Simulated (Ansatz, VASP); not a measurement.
**One calculation of ZrH4, two programs**

```
CELL_PARAMETERS angstrom
3.08639 0.00000 0.00000
-1.54319 2.67289 0.00000
0.00000 0.00000 6.57794
ATOMIC_POSITIONS crystal
Zr 0.00000 0.00000 0.50000
H 0.33333 0.66667 0.81493
H 0.33333 0.66667 0.18507
H 0.66667 0.33333 0.18507
H 0.66667 0.33333 0.81493
```

Alike in both runs: task relaxation of cell and atoms; functional PBE; k mesh 6 × 6 × 4; occupations gaussian, width 0.1 eV; no spin polarisation.

|  | VASP | Ansatz |
| --- | --- | --- |
| version | VASP 6.6.1 | Ansatz 0.2.0 |
| potentials or method | VASP PAW PBE potentials, release 64 (Zr_sv, H), cutoff 600 eV | scalar-relativistic, plane waves, PAW |
| valence electrons in the cell | 16 | 16 |

```tsv
	VASP	Ansatz	Ansatz less VASP
gap on the k mesh at the Fermi level, each at its own relaxed structure (eV)	none	none	-
relaxed volume (Å³/atom)	7.32	7.30	-0.015
relaxed cell length with the largest relative difference (Å)	4.113	4.099	-0.0147
```

A gap of «none» marks a metal or a gap that the smearing closes.

The k mesh is coarse, so the values compare programs but aren't converged. Noted on VASP's run: the volume moved by over 15 % at a fixed basis, so the end points are rough.
